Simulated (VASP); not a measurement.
# CdS (P6_3mc) in VASP: a series of runs

CdS is run at these levels: PBEsol; tasks: single point.

Everything below comes from runs of VASP 6.6.1. Logs are shortened: lines on timing, memory, paths and dates and some standing lists are left out, and cuts for length are marked.

## (1) The cell of the first run

It takes space group P6_3mc (No. 186, hexagonal). Conventional cell: a = 4.125 Å, b = 4.125 Å, c = 6.709 Å, α = 90.00°, β = 90.00°, γ = 120.00°. Within 3.3 Å of Cd (site symmetry 3m) lie 4 S at 2.48 to 2.65 Å. S (site symmetry 3m) has 4 Cd at 2.48 to 2.65 Å within 3.3 Å.

## (2) Single point, PBEsol (atoms displaced along a vibrational mode)

File INCAR:

```
PREC = Accurate ; ENCUT = 520
EDIFF = 1E-6 ; ISMEAR = 0
SIGMA = 0.01 ; LREAL = F
LASPH = T ; NELM = 80
ALGO = Normal ; ISIF = 2
LWAVE = F ; LCHARG = F
GGA = PS ; NBANDS = 26
```

File KPOINTS:

```
Automatic mesh
0
Gamma
  9 9 4
```

File POSCAR:

```
CdS
1.0
    4.1245340297      0.0000000000      0.0000000000
   -2.0622670149      3.5719512485      0.0000000000
    0.0000000000      0.0000000000      6.7092066191
Cd S
2 2
Direct
    0.3333333333      0.6666666667     -0.0090731568
    0.6666666667      0.3333333333      0.4909268432
    0.3333333333      0.6666666667      0.3860731568
    0.6666666667      0.3333333333      0.8860731568
```

Potentials or basis: VASP PAW PBE potentials, release 64 (Cd, S).

Launch:

```bash
$ cat potpaw_PBE.64/Cd/POTCAR potpaw_PBE.64/S/POTCAR > POTCAR
$ mpirun -np 1 vasp_std > vasp.out
```

OUTCAR:

```text
PREC = Accurate
   ENCUT = 520
   EDIFF = 1E-6
   ISMEAR = 0
   LREAL = F
   LASPH = T
   NELM = 80
   ISIF = 2
   GGA = PS

 ion  position               nearest neighbor table
   1  0.333  0.667  0.991-   4 2.48   4 2.48   4 2.48   3 2.65
   2  0.667  0.333  0.491-   3 2.48   3 2.48   3 2.48   4 2.65
   3  0.333  0.667  0.386-   2 2.48   2 2.48   2 2.48   1 2.65
   4  0.667  0.333  0.886-   1 2.48   1 2.48   1 2.48   2 2.65

  LATTYP: Found a hexagonal cell.
 ALAT       =     4.1245340297
 C/A-ratio  =     1.6266580833

  Lattice vectors:

 A1 = (   4.1245340297,   0.0000000000,   0.0000000000)
 A2 = (  -2.0622670149,   3.5719512485,   0.0000000000)
 A3 = (   0.0000000000,   0.0000000000,   6.7092066191)

Analysis of symmetry for initial positions (statically):
=====================================================================
 Subroutine PRICEL returns:
 Original cell was already a primitive cell.

 Routine SETGRP: Setting up the symmetry group for a
 hexagonal supercell.

 Subroutine GETGRP returns: Found 12 space group operations
 (whereof  6 operations were pure point group operations)
 out of a pool of 24 trial point group operations.

The static configuration has the point symmetry C_3v.
 The point group associated with its full space group is C_6v.

Analysis of symmetry for dynamics (positions and initial velocities):
=====================================================================
 Subroutine PRICEL returns:
 Original cell was already a primitive cell.

 Routine SETGRP: Setting up the symmetry group for a
 hexagonal supercell.

 Subroutine GETGRP returns: Found 12 space group operations
 (whereof  6 operations were pure point group operations)
 out of a pool of 24 trial point group operations.

The dynamic configuration has the point symmetry C_3v.
 The point group associated with its full space group is C_6v.

 Subroutine INISYM returns: Found 12 space group operations
 (whereof  6 operations are pure point group operations),
 and found     1 'primitive' translations

----------------------------------------------------------------------------------------

                                     Primitive cell

  volume of cell :      98.8443

  direct lattice vectors                    reciprocal lattice vectors
     4.124534030  0.000000000  0.000000000     0.242451630  0.139979514  0.000000000
    -2.062267015  3.571951249  0.000000000     0.000000000  0.279959028  0.000000000
     0.000000000  0.000000000  6.709206619     0.000000000  0.000000000  0.149048920

[... 88 lines left out ...]
   LREAL  =      F    real-space projection
   EDIFFG = 0.1E-04   stopping-criterion for IOM
   NSW    =      0    number of steps for IOM
   IBRION =     -1    ionic relax: 0-MD 1-quasi-New 2-CG
   NFREE  =      0    steps in history (QN), initial steepest desc. (CG)
   ISIF   =      2    stress and relaxation
   ISYM   =      2    0-nonsym 1-usesym 2-fastsym
   POTIM  = 0.5000    time-step for ionic-motion
   TEBEG  =    0.0;   TEEND  =   0.0 temperature during run
   PSTRESS=    0.0 pullay stress
   NELECT =      36.0000    total number of electrons
   NUPDOWN=      -1.0000    fix difference up-down
   EMIN   =  10.00;   EMAX   =-10.00  energy-range for DOS
   EFERMI =   0.00;   METHOD = LEGACY
   ISMEAR =     0;   SIGMA  =   0.01  broadening in eV -4-tet -1-fermi 0-gaus
   EFERMI_NEDOS =   21; number of points for ismear=-14 and -15
   IALGO  =     38    algorithm
   IMIX   =      4    mixing-type and parameters
     AMIX     =   0.40;   BMIX     =  1.00
     AMIX_MAG =   1.60;   BMIX_MAG =  1.00
  volume/ion in A,a.u.               =      24.71       166.76
  Fermi-wavevector in a.u.,A,eV,Ry     =   1.169118  2.209313 18.596956  1.366838
  Thomas-Fermi vector in A             =   2.305596
   LORBIT       =      0    0 simple, 1 ext, 2 COOP (PROOUT), +10 PAW based schemes
   GGA     = PS    functional components
   LHFCALC =     F    Hartree Fock is set to
   AEXX    =    0.0000 exact exchange contribution
   IVDW    =     0    specifies the selected vdW correction
   LEPSILON=     F    determine dielectric tensor
   LRPA    =     F    only Hartree local field effects (RPA)
 non-spin polarized calculation
 Gauss-broadening in eV      SIGMA  =   0.01
  energy-cutoff  :      520.00
  volume of cell :       98.84
 maximum number of plane-waves:      2695
 NGX is ok and might be reduce to    32
   NGX = 15   NGY = 15   NGZ = 25

 number of electron      35.9999996 magnetization

 Free energy of the ion-electron system (eV)
  ---------------------------------------------------
  ext. energy  EPLUGINS =         0.00000000
  ---------------------------------------------------
  free energy    TOTEN  =       -13.56961141 eV

  energy without entropy =      -13.56961141  energy(sigma->0) =      -13.56961141

 E-fermi :   1.3171     XC(G=0):  -9.3852

 val. band max:        1.2273967348   @ k =   0.0000   0.0000   0.0000
 cond. band min:       2.3763475264   @ k =   0.0000   0.0000   0.0000
 fundamental gap:      1.1489507916
 Fermi energy:         1.3170992081

 k-point     1 :       0.0000    0.0000    0.0000
  band No.  band energies     occupation
      1     -11.1888      2.00000
      2     -10.7658      2.00000
      3      -6.5449      2.00000
      4      -6.5449      2.00000
      5      -6.4877      2.00000
      6      -6.4877      2.00000
[... 685 lines left out ...]
     25      10.5096      0.00000
     26      10.5732      0.00000

 [... further k-points ...]

------------------------ aborting loop because EDIFF is reached ----------------------------------------

  FORCE on cell =-STRESS in cart. coord.  units (eV):
  Direction    XX          YY          ZZ          XY          YZ          ZX
  --------------------------------------------------------------------------------------
  -------------------------------------------------------------------------------------
  Total        1.2487377      1.2487377     -1.1310340     -0.0000000      0.0000000      0.0000000
  in kB       20.2409186     20.2409186    -18.3330473     -0.0000000      0.0000000      0.0000000
  external PRESSURE =       7.3829299 kB  Pullay stress =       0.0000000 kB

 VOLUME and BASIS-vectors are now :
 -----------------------------------------------------------------------------
  energy-cutoff  :      520.00
  volume of cell :       98.84
      direct lattice vectors                 reciprocal lattice vectors
     4.124534030  0.000000000  0.000000000     0.242451630  0.139979514  0.000000000
    -2.062267015  3.571951249  0.000000000     0.000000000  0.279959028  0.000000000
     0.000000000  0.000000000  6.709206619     0.000000000  0.000000000  0.149048920

 POSITION                                       TOTAL-FORCE (eV/Angst)
 -----------------------------------------------------------------------------------
     -0.00000      2.38130      6.64833         0.000000      0.000000      0.458123
      2.06227      1.19065      3.29373        -0.000000     -0.000000      0.458123
     -0.00000      2.38130      2.59024         0.000000      0.000000     -0.458123
      2.06227      1.19065      5.94485        -0.000000     -0.000000     -0.458123
 -----------------------------------------------------------------------------------
    total drift:                               -0.000000      0.000000      0.000410

  FREE ENERGIE OF THE ION-ELECTRON SYSTEM (eV)
  ---------------------------------------------------
  free  energy   TOTEN  =       -13.5696114093 eV

  energy  without entropy=      -13.5696114093  energy(sigma->0) =      -13.56961141
```

It took 84 s on 1 thread of Intel Xeon 8259CL, shared host; peak memory 0.26 GiB.

What came out:

```
Free energy            : -13.5696 eV
Pressure               : 0.7 GPa
Largest force          : 0.458 eV/Å
Band gap on the k mesh : 1.15 eV
```

Forces in eV/Å, atoms in the order of the input:
```
Cd   0.000  0.000  0.458
Cd   0.000  0.000  0.458
S    0.000  0.000 -0.458
S    0.000  0.000 -0.458
```

Stress tensor (GPa, compression positive):
```
 2.02  0.00  0.00
 0.00  2.02  0.00
 0.00  0.00 -1.83
```

Levels at points of the mesh, in eV from the valence-band top:
```csv
k point,band 15,band 16,band 17,band 18,band 19,band 20,band 21,band 22
"(0.00, 0.00, 0.00)",-0.68,-0.04,0.00,0.00,1.15,2.51,6.37,6.37
"(0.00, 0.00, 0.50)",-0.35,-0.35,-0.35,-0.35,2.70,2.70,6.01,6.01
```

Caveat: the cell differs from its parent crystal (atoms displaced along a vibrational mode); the PAW data sets were made with another functional, which shifts forces and pressure a little.

## (3) Single point, PBEsol (atoms displaced along a vibrational mode)

File INCAR:

```
SYSTEM = CdS
PREC = Accurate
ENCUT = 520
EDIFF = 1E-6
ISMEAR = 0
SIGMA = 0.01
LREAL = .FALSE.
LASPH = .TRUE.
NELM = 100
ALGO = Normal
ISIF = 2
LWAVE = .FALSE.
LCHARG = .FALSE.
GGA = PS
NBANDS = 26
```

File KPOINTS:

```
Automatic mesh
0
G
  9 9 4
  0 0 0
```

File POSCAR:

```
CdS
1.0
    4.1245340297      0.0000000000      0.0000000000
   -2.0622670149      3.5719512485      0.0000000000
    0.0000000000      0.0000000000      6.7092066191
Cd S
2 2
Direct
    0.3333333333      0.6666666667     -0.0183249526
    0.6666666667      0.3333333333      0.4816750474
    0.3333333333      0.6666666667      0.3953249526
    0.6666666667      0.3333333333      0.8953249526
```

Potentials or basis: VASP PAW PBE potentials, release 64 (Cd, S).

Launch:

```bash
$ cat potpaw_PBE.64/Cd/POTCAR potpaw_PBE.64/S/POTCAR > POTCAR
$ mpirun -np 1 vasp_std > vasp.out
```

OUTCAR:

```text
SYSTEM = CdS
   PREC = Accurate
   ENCUT = 520
   EDIFF = 1E-6
   ISMEAR = 0
   LREAL = .FALSE.
   LASPH = .TRUE.
   NELM = 100
   ISIF = 2
   GGA = PS

 ion  position               nearest neighbor table
   1  0.333  0.667  0.982-   4 2.45   4 2.45   4 2.45   3 2.78
   2  0.667  0.333  0.482-   3 2.45   3 2.45   3 2.45   4 2.78
   3  0.333  0.667  0.395-   2 2.45   2 2.45   2 2.45   1 2.78
   4  0.667  0.333  0.895-   1 2.45   1 2.45   1 2.45   2 2.78

  LATTYP: Found a hexagonal cell.
 ALAT       =     4.1245340297
 C/A-ratio  =     1.6266580833

  Lattice vectors:

 A1 = (   4.1245340297,   0.0000000000,   0.0000000000)
 A2 = (  -2.0622670149,   3.5719512485,   0.0000000000)
 A3 = (   0.0000000000,   0.0000000000,   6.7092066191)

Analysis of symmetry for initial positions (statically):
=====================================================================
 Subroutine PRICEL returns:
 Original cell was already a primitive cell.

 Routine SETGRP: Setting up the symmetry group for a
 hexagonal supercell.

 Subroutine GETGRP returns: Found 12 space group operations
 (whereof  6 operations were pure point group operations)
 out of a pool of 24 trial point group operations.

The static configuration has the point symmetry C_3v.
 The point group associated with its full space group is C_6v.

Analysis of symmetry for dynamics (positions and initial velocities):
=====================================================================
 Subroutine PRICEL returns:
 Original cell was already a primitive cell.

 Routine SETGRP: Setting up the symmetry group for a
 hexagonal supercell.

 Subroutine GETGRP returns: Found 12 space group operations
 (whereof  6 operations were pure point group operations)
 out of a pool of 24 trial point group operations.
[... 121 lines left out ...]
   ISMEAR =     0;   SIGMA  =   0.01  broadening in eV -4-tet -1-fermi 0-gaus
   EFERMI_NEDOS =   21; number of points for ismear=-14 and -15
   IALGO  =     38    algorithm
   IMIX   =      4    mixing-type and parameters
     AMIX     =   0.40;   BMIX     =  1.00
     AMIX_MAG =   1.60;   BMIX_MAG =  1.00
  volume/ion in A,a.u.               =      24.71       166.76
  Fermi-wavevector in a.u.,A,eV,Ry     =   1.169118  2.209313 18.596956  1.366838
  Thomas-Fermi vector in A             =   2.305596
   LORBIT       =      0    0 simple, 1 ext, 2 COOP (PROOUT), +10 PAW based schemes
   GGA     = PS    functional components
   LHFCALC =     F    Hartree Fock is set to
   AEXX    =    0.0000 exact exchange contribution
   IVDW    =     0    specifies the selected vdW correction
   LEPSILON=     F    determine dielectric tensor
   LRPA    =     F    only Hartree local field effects (RPA)
 non-spin polarized calculation
 Gauss-broadening in eV      SIGMA  =   0.01
  energy-cutoff  :      520.00
  volume of cell :       98.84
 maximum number of plane-waves:      2695
 NGX is ok and might be reduce to    32
   NGX = 15   NGY = 15   NGZ = 25

 number of electron      35.9999997 magnetization

 Free energy of the ion-electron system (eV)
  ---------------------------------------------------
  ext. energy  EPLUGINS =         0.00000000
  ---------------------------------------------------
  free energy    TOTEN  =       -13.42552284 eV

  energy without entropy =      -13.42552284  energy(sigma->0) =      -13.42552284

 E-fermi :   1.3095     XC(G=0):  -9.3802

 val. band max:        1.2164890415   @ k =   0.0000   0.0000   0.0000
 cond. band min:       2.4301051459   @ k =   0.0000   0.0000   0.0000
 fundamental gap:      1.2136161044
 Fermi energy:         1.3094854094

 k-point     1 :       0.0000    0.0000    0.0000
  band No.  band energies     occupation
      1     -11.2334      2.00000
      2     -10.8325      2.00000
      3      -6.6376      2.00000
      4      -6.6376      2.00000
      5      -6.6025      2.00000
      6      -6.6025      2.00000
[... 685 lines left out ...]
     25      10.5398      0.00000
     26      10.5681      0.00000

 [... further k-points ...]

------------------------ aborting loop because EDIFF is reached ----------------------------------------

  FORCE on cell =-STRESS in cart. coord.  units (eV):
  Direction    XX          YY          ZZ          XY          YZ          ZX
  --------------------------------------------------------------------------------------
  -------------------------------------------------------------------------------------
  Total        2.2592661      2.2592661     -1.7142384     -0.0000000      0.0000000      0.0000000
  in kB       36.6206786     36.6206786    -27.7862683     -0.0000000      0.0000000      0.0000000
  external PRESSURE =      15.1516963 kB  Pullay stress =       0.0000000 kB

 VOLUME and BASIS-vectors are now :
 -----------------------------------------------------------------------------
  energy-cutoff  :      520.00
  volume of cell :       98.84
      direct lattice vectors                 reciprocal lattice vectors
     4.124534030  0.000000000  0.000000000     0.242451630  0.139979514  0.000000000
    -2.062267015  3.571951249  0.000000000     0.000000000  0.279959028  0.000000000
     0.000000000  0.000000000  6.709206619     0.000000000  0.000000000  0.149048920

 POSITION                                       TOTAL-FORCE (eV/Angst)
 -----------------------------------------------------------------------------------
     -0.00000      2.38130      6.58626        -0.000000      0.000000      0.669522
      2.06227      1.19065      3.23166         0.000000     -0.000000      0.669522
     -0.00000      2.38130      2.65232        -0.000000     -0.000000     -0.669522
      2.06227      1.19065      6.00692        -0.000000     -0.000000     -0.669522
 -----------------------------------------------------------------------------------
    total drift:                               -0.000000     -0.000000      0.000635

  FREE ENERGIE OF THE ION-ELECTRON SYSTEM (eV)
  ---------------------------------------------------
  free  energy   TOTEN  =       -13.4255228438 eV

  energy  without entropy=      -13.4255228438  energy(sigma->0) =      -13.42552284
```

Wall time 88 s (1 thread of Intel Xeon 8259CL, shared host); peak memory 0.25 GiB.

Results:

```yaml
Free_energy: -13.4255 eV
Pressure: 1.5 GPa
Largest_force: 0.670 eV/Å
Band_gap_on_the_k_mesh: 1.21 eV
```

Forces in eV/Å, atoms in the order of the input:
```
Cd   0.000  0.000  0.670
Cd   0.000  0.000  0.670
S    0.000  0.000 -0.670
S    0.000  0.000 -0.670
```

Stress tensor (GPa, compression positive):
```
 3.66  0.00  0.00
 0.00  3.66  0.00
 0.00  0.00 -2.78
```

Caveat: the cell differs from its parent crystal (atoms displaced along a vibrational mode); the PAW data sets were made with another functional, which shifts forces and pressure a little.

## (4) Single point, PBEsol (atoms displaced along a vibrational mode)

File INCAR:

```
ALGO = Normal
EDIFF = 1E-6
ENCUT = 520
GGA = PS
ISIF = 2
ISMEAR = 0
LASPH = T
LCHARG = F
LREAL = F
LWAVE = F
NBANDS = 26
NELM = 60
PREC = Accurate
SIGMA = 0.01
```

File KPOINTS:

```
k-points
0
Gamma
  9 9 4
```

File POSCAR:

```
CdS
1.0
    4.1245340297      0.0000000000      0.0000000000
   -2.0622670149      3.5719512485      0.0000000000
    0.0000000000      0.0000000000      6.7092066191
Cd S
2 2
Direct
    0.3333333333      0.6666666667     -0.0275767485
    0.6666666667      0.3333333333      0.4724232515
    0.3333333333      0.6666666667      0.4045767485
    0.6666666667      0.3333333333      0.9045767485
```

Launch:

```bash
$ cat potpaw_PBE.64/Cd/POTCAR potpaw_PBE.64/S/POTCAR > POTCAR
$ mpirun -np 1 vasp_std > vasp.out
```

Run time: 81 s. Hardware: 1 thread of Intel Xeon 8259CL, shared host; peak memory 0.26 GiB.

It converged, with:

```yaml
Free_energy: -13.2515 eV
Pressure: 2.4 GPa
Largest_force: 0.709 eV/Å
Band_gap_on_the_k_mesh: 1.27 eV
```

Forces on the atoms (eV/Å):
```
Cd   0.000  0.000  0.709
Cd   0.000  0.000  0.709
S    0.000  0.000 -0.709
S    0.000  0.000 -0.709
```

Stress tensor (GPa, compression positive):
```
 5.18  0.00  0.00
 0.00  5.18  0.00
 0.00  0.00 -3.04
```

Levels at points of the mesh, in eV from the valence-band top:
| k point | band 15 | band 16 | band 17 | band 18 | band 19 | band 20 | band 21 | band 22 |
| --- | --- | --- | --- | --- | --- | --- | --- | --- |
| (0.00, 0.00, 0.00) | -0.53 | -0.16 | 0.00 | 0.00 | 1.27 | 2.23 | 6.35 | 6.35 |
| (0.00, 0.00, 0.50) | -0.27 | -0.27 | -0.27 | -0.27 | 2.56 | 2.56 | 6.05 | 6.05 |

Caveat: the cell differs from its parent crystal (atoms displaced along a vibrational mode); the PAW data sets were made with another functional, which shifts forces and pressure a little.

## (5) Single point, PBEsol (atoms displaced along a vibrational mode)

File INCAR:

```
SYSTEM = CdS
  ALGO = Normal
  EDIFF = 1E-7
  ENCUT = 520
  GGA = PS
  ISIF = 2
  ISMEAR = 0
  LASPH = .True.
  LCHARG = .False.
  LREAL = .False.
  LWAVE = .False.
  NBANDS = 26
  NELM = 60
  PREC = Accurate
  SIGMA = 0.01
```

File KPOINTS:

```
k-points
0
Gamma
  9 9 4
  0 0 0
```

File POSCAR:

```
CdS
1.0
    4.1245340297      0.0000000000      0.0000000000
   -2.0622670149      3.5719512485      0.0000000000
    0.0000000000      0.0000000000      6.7092066191
Cd S
2 2
Direct
    0.3333333333      0.6666666667     -0.0368285444
    0.6666666667      0.3333333333      0.4631714556
    0.3333333333      0.6666666667      0.4138285444
    0.6666666667      0.3333333333      0.9138285444
```

Launch:

```bash
$ cat potpaw_PBE.64/Cd/POTCAR potpaw_PBE.64/S/POTCAR > POTCAR
$ mpirun -np 1 vasp_std > vasp.out
```

Wall time 86 s (1 thread of Intel Xeon 8259CL, shared host); peak memory 0.25 GiB.

Results (log left out):

```yaml
Free_energy: -13.0843 eV
Pressure: 3.3 GPa
Largest_force: 0.620 eV/Å
Band_gap_on_the_k_mesh: 1.32 eV
```

Forces in eV/Å, atoms in the order of the input:
```
Cd   0.000  0.000  0.620
Cd   0.000  0.000  0.620
S    0.000  0.000 -0.620
S    0.000  0.000 -0.620
```

Stress tensor (GPa, compression positive):
```
 6.48  0.00  0.00
 0.00  6.48  0.00
 0.00  0.00 -3.00
```

Levels at points of the mesh, in eV from the valence-band top:
```
           k point  band 16  band 17  band 18  band 19  band 20  band 21
(0.00, 0.00, 0.00)    -0.24     0.00     0.00     1.32     2.12     6.34
(0.00, 0.00, 0.50)    -0.24    -0.24    -0.24     2.49     2.49     6.12
```

Caveat: the cell differs from its parent crystal (atoms displaced along a vibrational mode); the cell stands under pressure; the PAW data sets were made with another functional, which shifts forces and pressure a little.

## (6) Summary

```tsv
cell	gap on the mesh (eV)	pressure (GPa)	largest force (eV/Å)
as given, atomic positions A	1.15	0.7	0.46
as given, atomic positions B	1.21	1.5	0.67
as given, atomic positions C	1.27	2.4	0.71
as given, atomic positions D	1.32	3.3	0.62
```

Alike in all rows: task single point; level PBEsol; potentials or basis VASP PAW PBE potentials, release 64 (Cd, S); no spin polarisation; k mesh 9 × 9 × 4; cutoff (eV) 520; smearing gaussian 0.01 eV.

Caveats: the PAW data sets were made with another functional, which shifts forces and pressure a little; the cell stands under pressure (at least some runs).

Absolute energies hang on the potentials; compare differences alone.
